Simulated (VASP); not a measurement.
A run of VASP 6.6.1 is set up as follows.

File INCAR:

```
PREC = Accurate ; ENCUT = 600
EDIFF = 1E-6 ; ISMEAR = 0
SIGMA = 0.1 ; LREAL = False
LASPH = True ; NELM = 80
ALGO = Normal ; ISIF = 3
LWAVE = False ; LCHARG = False
GGA = PE ; IBRION = 2
NSW = 100 ; EDIFFG = -0.01
```

The input KPOINTS:

```
regular mesh
0
Gamma
  12 12 4
```

File POSCAR:

```
B5Ru3
1.0
    2.9155984098      0.0000000000      0.0000000000
   -1.4577992049      2.5249822901      0.0000000000
    0.0000000000      0.0000000000     10.1165107346
B Ru
5 3
Direct
    0.3333333333      0.6666666667      0.6424622661
    0.6666666667      0.3333333333      0.7162902619
    0.3333333333      0.6666666667      0.3575377339
    0.6666666667      0.3333333333      0.2837097381
    0.0000000000      0.0000000000      0.0000000000
    0.3333333333      0.6666666667      0.8588680233
    0.3333333333      0.6666666667      0.1411319767
    0.6666666667      0.3333333333      0.5000000000
```

Potentials or basis: VASP PAW PBE potentials, release 64 (B, Ru_pv).

Command:

```console
$ cat potpaw_PBE.64/B/POTCAR potpaw_PBE.64/Ru_pv/POTCAR > POTCAR
$ mpirun -np 1 vasp_std > vasp.out
```

Q: What does it give for the relaxed volume?

A: 9.32 Å³/atom.

Q: Predict the space group after relaxing (to 0.05 Å).

A: P-6m2 (No. 187).

Q: Estimate the relaxed cell.

A: a = 2.918 Å, b = 2.918 Å, c = 10.109 Å, α = 90.00°, β = 90.00°, γ = 120.00°.

Forces on the atoms (eV/Å):
```
B    0.000  0.000 -0.009
B    0.000  0.000  0.000
B    0.000  0.000  0.009
B    0.000  0.000  0.000
B    0.000  0.000  0.000
Ru   0.000  0.000  0.002
Ru   0.000  0.000 -0.002
Ru   0.000  0.000  0.000
```
